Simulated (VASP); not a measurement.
# LiSb3 (Fm-3m) in VASP: a series of runs, part 2 of 2

VASP 6.6.1. Earlier steps stand in the parts before.

### 4 Relaxation of cell and atoms, PBE

This run uses another cell than the first one, of 25.64 Å³/atom.

INCAR reads:

```
PREC = Accurate ; ENCUT = 750
EDIFF = 1E-7 ; ISMEAR = 1
SIGMA = 0.02 ; LREAL = F
LASPH = T ; NELM = 120
ALGO = Normal ; ISIF = 3
LWAVE = F ; LCHARG = F
GGA = PE ; IBRION = 2
NSW = 80 ; EDIFFG = -0.01
GGA_COMPAT = F ; NELMIN = 4
```

KPOINTS reads:

```
Automatic mesh
0
Gamma
  5 5 5
```

POSCAR reads:

```
LiSb3
1.0
    0.0000000000      3.7150000000      3.7150000000
    3.7150000000      0.0000000000      3.7150000000
    3.7150000000      3.7150000000      0.0000000000
Li Sb
1 3
Direct
    0.0000000000      0.0000000000      0.0000000000
    0.5000000000      0.5000000000      0.5000000000
    0.2500000000      0.2500000000      0.2500000000
    0.7500000000      0.7500000000      0.7500000000
```

Potentials or basis: VASP PAW PBE potentials, release 64 (Li_sv, Sb).

On the command line:

```
$ cat potpaw_PBE.64/Li_sv/POTCAR potpaw_PBE.64/Sb/POTCAR > POTCAR
$ mpirun -np 1 vasp_std > vasp.out
```

OUTCAR:

```text
PREC = Accurate
   ENCUT = 750
   EDIFF = 1E-7
   ISMEAR = 1
   LREAL = F
   LASPH = T
   NELM = 120
   ISIF = 3
   GGA = PE
   IBRION = 2
   NSW = 80
   EDIFFG = -0.01
   NELMIN = 4

 ion  position               nearest neighbor table
   1  0.000  0.000  0.000-
   2  0.500  0.500  0.500-   3 3.22   3 3.22   3 3.22   3 3.22   4 3.22   4 3.22   4 3.22   4 3.22

   3  0.250  0.250  0.250-   2 3.22   2 3.22   2 3.22   2 3.22   4 3.71   4 3.71   4 3.71   4 3.71
                             4 3.71   4 3.71
   4  0.750  0.750  0.750-   2 3.22   2 3.22   2 3.22   2 3.22   3 3.71   3 3.71   3 3.71   3 3.71
                             3 3.71   3 3.71

  LATTYP: Found a face centered cubic cell.
 ALAT       =     7.4300000000

  Lattice vectors:

 A1 = (   0.0000000000,   3.7150000000,   3.7150000000)
 A2 = (   3.7150000000,   0.0000000000,   3.7150000000)
 A3 = (   3.7150000000,   3.7150000000,   0.0000000000)

Analysis of symmetry for initial positions (statically):
=====================================================================
 Subroutine PRICEL returns:
 Original cell was already a primitive cell.

 Routine SETGRP: Setting up the symmetry group for a
 face centered cubic supercell.

 Subroutine GETGRP returns: Found 48 space group operations
 (whereof 48 operations were pure point group operations)
 out of a pool of 48 trial point group operations.

The static configuration has the point symmetry O_h .

Analysis of symmetry for dynamics (positions and initial velocities):
=====================================================================
 Subroutine PRICEL returns:
 Original cell was already a primitive cell.

 Routine SETGRP: Setting up the symmetry group for a
 face centered cubic supercell.

 Subroutine GETGRP returns: Found 48 space group operations
 (whereof 48 operations were pure point group operations)
 out of a pool of 48 trial point group operations.

The dynamic configuration has the point symmetry O_h .

 Subroutine INISYM returns: Found 48 space group operations
 (whereof 48 operations are pure point group operations),
 and found     1 'primitive' translations

----------------------------------------------------------------------------------------

                                     Primitive cell

  volume of cell :     102.5431

  direct lattice vectors                    reciprocal lattice vectors
     0.000000000  3.715000000  3.715000000    -0.134589502  0.134589502  0.134589502
     3.715000000  0.000000000  3.715000000     0.134589502 -0.134589502  0.134589502
     3.715000000  3.715000000  0.000000000     0.134589502  0.134589502 -0.134589502

  length of vectors
     5.253803384  5.253803384  5.253803384     0.233115856  0.233115856  0.233115856

  position of ions in fractional coordinates (direct lattice)
     0.000000000  0.000000000  0.000000000
     0.500000000  0.500000000  0.500000000
     0.250000000  0.250000000  0.250000000
[... 112 lines left out ...]
  free energy    TOTEN  =       -14.18719941 eV

  energy without entropy =      -14.18679659  energy(sigma->0) =      -14.18706514

------------------------ aborting loop because EDIFF is reached ----------------------------------------

  FORCE on cell =-STRESS in cart. coord.  units (eV):
  Direction    XX          YY          ZZ          XY          YZ          ZX
  --------------------------------------------------------------------------------------
  -------------------------------------------------------------------------------------
  Total        0.2640152      0.2640152      0.2640152      0.0000000     -0.0000000     -0.0000000
  in kB        4.1250865      4.1250865      4.1250865      0.0000000     -0.0000000     -0.0000000
  external PRESSURE =       4.1250865 kB  Pullay stress =       0.0000000 kB

 VOLUME and BASIS-vectors are now :
 -----------------------------------------------------------------------------
  energy-cutoff  :      750.00
  volume of cell :      102.54
      direct lattice vectors                 reciprocal lattice vectors
     0.000000000  3.715000000  3.715000000    -0.134589502  0.134589502  0.134589502
     3.715000000  0.000000000  3.715000000     0.134589502 -0.134589502  0.134589502
     3.715000000  3.715000000  0.000000000     0.134589502  0.134589502 -0.134589502

 POSITION                                       TOTAL-FORCE (eV/Angst)
 -----------------------------------------------------------------------------------
      0.00000      0.00000      0.00000        -0.000000     -0.000000     -0.000000
      3.71500      3.71500      3.71500        -0.000000     -0.000000     -0.000000
      1.85750      1.85750      1.85750        -0.000000      0.000000      0.000000
      5.57250      5.57250      5.57250         0.000000     -0.000000     -0.000000
 -----------------------------------------------------------------------------------
    total drift:                               -0.000000     -0.000000     -0.000000

  FREE ENERGIE OF THE ION-ELECTRON SYSTEM (eV)
  ---------------------------------------------------
  free  energy   TOTEN  =       -14.1871994137 eV

  energy  without entropy=      -14.1867965916  energy(sigma->0) =      -14.18706514

--------------------------------------- Ionic step        2  -------------------------------------------

 number of electron      17.9999997 magnetization

 Free energy of the ion-electron system (eV)
  ---------------------------------------------------
  ext. energy  EPLUGINS =         0.00000000
  ---------------------------------------------------
  free energy    TOTEN  =       -14.18826684 eV

  energy without entropy =      -14.18786402  energy(sigma->0) =      -14.18813257

 E-fermi :   6.6889     XC(G=0):  -9.4717

 val. band max:        6.5154845456   @ k =   0.4000   0.2000   0.0000
 cond. band min:       6.6990763089   @ k =  -0.4000   0.2000   0.0000
 fundamental gap:      0.1835917633
 Fermi energy:         6.6888963389

 k-point     1 :       0.0000    0.0000    0.0000
  band No.  band energies     occupation
      1     -40.4194      2.00000
      2      -5.4294      2.00000
      3      -0.7956      2.00000
      4       0.4042      2.00000
      5       4.2793      2.00000
      6       4.2793      2.00000
      7       4.2793      2.00000
      8       4.3652      2.00000
      9       4.3652      2.00000
     10       4.3652      2.00000
     11       7.2522      0.00000
     12       7.2522      0.00000
     13       7.2522      0.00000
[... 130 lines left out ...]
  band No.  band energies     occupation
      1     -40.4194      2.00000
      2      -3.6936      2.00000
      3      -2.3963      2.00000
      4      -2.2839      2.00000
      5       1.7874      2.00000
      6       3.3996      2.00000
      7       4.1925      2.00000
      8       5.2900      2.00000
      9       7.3717      0.00000
     10       7.6574      0.00000
     11       7.9823      0.00000
     12       8.5946      0.00000
     13       9.8224      0.00000

------------------------ aborting loop because EDIFF is reached ----------------------------------------

  FORCE on cell =-STRESS in cart. coord.  units (eV):
  Direction    XX          YY          ZZ          XY          YZ          ZX
  --------------------------------------------------------------------------------------
  -------------------------------------------------------------------------------------
  Total       -0.0361822     -0.0361822     -0.0361822      0.0000000     -0.0000000      0.0000000
  in kB       -0.5599600     -0.5599600     -0.5599600      0.0000000     -0.0000000      0.0000000
  external PRESSURE =      -0.5599600 kB  Pullay stress =       0.0000000 kB

 VOLUME and BASIS-vectors are now :
 -----------------------------------------------------------------------------
  energy-cutoff  :      750.00
  volume of cell :      103.53
      direct lattice vectors                 reciprocal lattice vectors
     0.000000000  3.726829297  3.726829297    -0.134162303  0.134162303  0.134162303
     3.726829297 -0.000000000  3.726829297     0.134162303 -0.134162303  0.134162303
     3.726829297  3.726829297 -0.000000000     0.134162303  0.134162303 -0.134162303

 POSITION                                       TOTAL-FORCE (eV/Angst)
 -----------------------------------------------------------------------------------
      7.45366      3.72683      3.72683         0.000000      0.000000     -0.000000
      3.72683      3.72683      3.72683         0.000000      0.000000     -0.000000
      1.86341      1.86341      1.86341         0.000000      0.000000      0.000000
      5.59024      5.59024      5.59024        -0.000000     -0.000000     -0.000000
 -----------------------------------------------------------------------------------
    total drift:                               -0.000000      0.000000      0.000000

  FREE ENERGIE OF THE ION-ELECTRON SYSTEM (eV)
  ---------------------------------------------------
  free  energy   TOTEN  =       -14.1882668443 eV

  energy  without entropy=      -14.1878640222  energy(sigma->0) =      -14.18813257

 reached required accuracy - stopping structural energy minimisation
```

Run time: 2 min. Hardware: 1 thread of Intel Xeon 8259CL, shared host; peak memory 0.32 GiB.

What came out:

| Quantity | Value |
| --- | --- |
| Free energy | -14.1883 eV |
| Relaxed volume | 25.88 Å³/atom |
| Relaxed cell | a = 5.271 Å, b = 5.271 Å, c = 5.271 Å, α = 60.00°, β = 60.00°, γ = 60.00° |
| Space group after relaxing (to 0.1 Å) | Fm-3m (No. 225) |
| Energy gained by relaxing | 0.3 meV/atom |
| Ionic steps | 2 |
| Pressure after relaxing | -0.1 GPa |
| Band gap on the k mesh | zero (bands 9 and 10 overlap by 3.07 eV) |

Step by step:
```csv
step,energy change (eV),largest force (eV/Å),pressure (GPa),volume (Å³)
1,0.0000,0.0000,0.41,102.54
2,-0.0011,0.0000,-0.06,103.53
```

Final structure:
```
Li Sb
1.0
     0.00000    3.72683    3.72683
     3.72683    0.00000    3.72683
     3.72683    3.72683    0.00000
Li Sb
1 3
Direct
  0.00000 0.00000 0.00000
  0.50000 0.50000 0.50000
  0.25000 0.25000 0.25000
  0.75000 0.75000 0.75000
```

Caveat: spin-orbit coupling is left out, which moves the levels of the heavy elements.

### 5 Relaxation of cell and atoms, PBE, target pressure 10 GPa, at which the enthalpy is minimised

This run uses another cell than the first one, of 25.64 Å³/atom.

INCAR reads:

```
PREC = Accurate
ENCUT = 750
EDIFF = 1E-7
ISMEAR = 1
SIGMA = 0.02
LREAL = F
LASPH = T
NELM = 120
ALGO = Normal
ISIF = 3
LWAVE = F
LCHARG = F
GGA = PE
IBRION = 2
NSW = 80
EDIFFG = -0.01
PSTRESS = 100.0
GGA_COMPAT = F
NELMIN = 4
```

KPOINTS reads:

```
regular mesh
0
Gamma
  5 5 5
```

POSCAR is that of step 4.

On the command line:

```
$ cat potpaw_PBE.64/Li_sv/POTCAR potpaw_PBE.64/Sb/POTCAR > POTCAR
$ mpirun -np 1 vasp_std > vasp.out
```

Wall time 3.1 min (1 thread of Intel Xeon 8259CL, shared host); peak memory 0.33 GiB.

Results (log left out):

| Property | Result |
| --- | --- |
| Free energy | -13.7994 eV |
| Relaxed volume | 22.28 Å³/atom |
| Relaxed cell | a = 5.014 Å, b = 5.014 Å, c = 5.014 Å, α = 60.00°, β = 60.00°, γ = 60.00° |
| Space group after relaxing (to 0.1 Å) | Fm-3m (No. 225) |
| Energy change on relaxing (the run minimises the enthalpy) | +97.0 meV/atom |
| Ionic steps | 3 |
| Pressure after relaxing | 9.9 GPa |
| Band gap on the k mesh | zero (bands 9 and 10 overlap by 3.61 eV) |

The path:
| step | energy change (eV) | largest force (eV/Å) | pressure (GPa) | volume (Å³) |
| --- | --- | --- | --- | --- |
| 1 | 0.0000 | 0.0000 | 0.41 | 102.54 |
| 2 | 1.0697 | 0.0000 | 18.73 | 81.42 |
| 3 | 0.3878 | 0.0000 | 9.94 | 89.14 |

Final structure:
```
Li Sb
1.0
     0.00000    3.54547    3.54547
     3.54547    0.00000    3.54547
     3.54547    3.54547    0.00000
Li Sb
1 3
Direct
  0.00000 0.00000 0.00000
  0.50000 0.50000 0.50000
  0.25000 0.25000 0.25000
  0.75000 0.75000 0.75000
```

Levels at points of the mesh, in eV from the Fermi level:
```
           k point  band 5  band 6  band 7  band 8  band 9  band 10  band 11  band 12  band 13
(0.00, 0.00, 0.00)   -2.90   -2.90   -2.90   -2.74   -2.74    -2.74     0.40     0.40     0.40
```

Caveat: the cell is relaxed towards a set pressure, so the run minimises the enthalpy, not the energy; spin-orbit coupling is left out, which moves the levels of the heavy elements.

### 6 Overview

| task | cell | gap on the mesh (eV) | pressure (GPa) |
| --- | --- | --- | --- |
| single point | a = 5.013 Å, angles 60.0°, 4 atoms | none | 10.0 |
| single point | a = 5.271 Å, angles 60.0°, 4 atoms | none | -0.1 |
| relaxation of cell and atoms | relaxed from a = 5.254 Å, angles 60.0°, 4 atoms | none | -0.1 |
| relaxation of cell and atoms | relaxed to 10 GPa from a = 5.254 Å, angles 60.0°, 4 atoms | none | 9.9 |

Alike in all rows: level PBE; potentials or basis VASP PAW PBE potentials, release 64 (Li_sv, Sb); no spin polarisation; k mesh 5 × 5 × 5; cutoff (eV) 750; smearing methfessel-paxton 0.02 eV.

Caveats: spin-orbit coupling is left out, which moves the levels of the heavy elements; the cell stands under pressure (at least some runs); the cell is relaxed towards a set pressure, so the run minimises the enthalpy, not the energy (at least some runs).

Total energies depend on the potentials used, so only differences within one code and one set of settings carry meaning.

The gap in the log of VASP goes by the Fermi energy; the results here count the filled bands.